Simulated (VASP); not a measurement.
Here is a VASP 6.6.1 calculation.

The input INCAR:

```
ALGO     = Normal         # electronic algorithm
EDIFF    = 1E-6           # SCF threshold, eV
EDIFFG   = -0.01          # ionic threshold
ENCUT    = 600            # plane-wave cutoff, eV
GGA      = PE             # functional
IBRION   = 2              # ionic algorithm
ISIF     = 3              # what is computed and relaxed
ISMEAR   = 0              # smearing method
LASPH    = T              # aspherical terms in the spheres
LCHARG   = F              # write CHGCAR
LREAL    = F              # projectors in reciprocal space
LWAVE    = F              # write WAVECAR
NELM     = 100            # most SCF steps
NSW      = 100            # ionic steps
PREC     = Accurate       # precision mode
SIGMA    = 0.1            # smearing width, eV
```

KPOINTS

```
k-points
0
Gamma
  12 12 8
```

Contents of POSCAR:

```
NbSiO4
1.0
    3.6268803473      0.0000000000      0.0000000000
   -1.8134401736      3.1409705172      0.0000000000
    0.0000000000      0.0000000000      5.0688295800
Nb Si O
1 1 4
Direct
    0.0000000000      0.0000000000      0.5000000000
    0.0000000000      0.0000000000      0.0000000000
    0.3333333333      0.6666666667      0.7257551309
    0.3333333333      0.6666666667      0.2742448691
    0.6666666667      0.3333333333      0.7257551309
    0.6666666667      0.3333333333      0.2742448691
```

Potentials or basis: VASP PAW PBE potentials, release 64 (Nb_sv, Si, O).

Command:

```console
$ cat potpaw_PBE.64/Nb_sv/POTCAR potpaw_PBE.64/Si/POTCAR potpaw_PBE.64/O/POTCAR > POTCAR
$ mpirun -np 1 vasp_std > vasp.out
```

(1) What does it give for the space group after relaxing (to 0.1 Å)?

(2) Predict the relaxed volume.

(3) What does it give for the relaxed cell?

## Answers

(1) P6/mmm (No. 191).

(2) 9.67 Å³/atom.

(3) a = 3.620 Å, b = 3.620 Å, c = 5.111 Å, α = 90.00°, β = 90.00°, γ = 120.00°.

Caveat: an odd number of electrons without spin polarisation forces a metal; a magnetic or distorted state may lie lower.
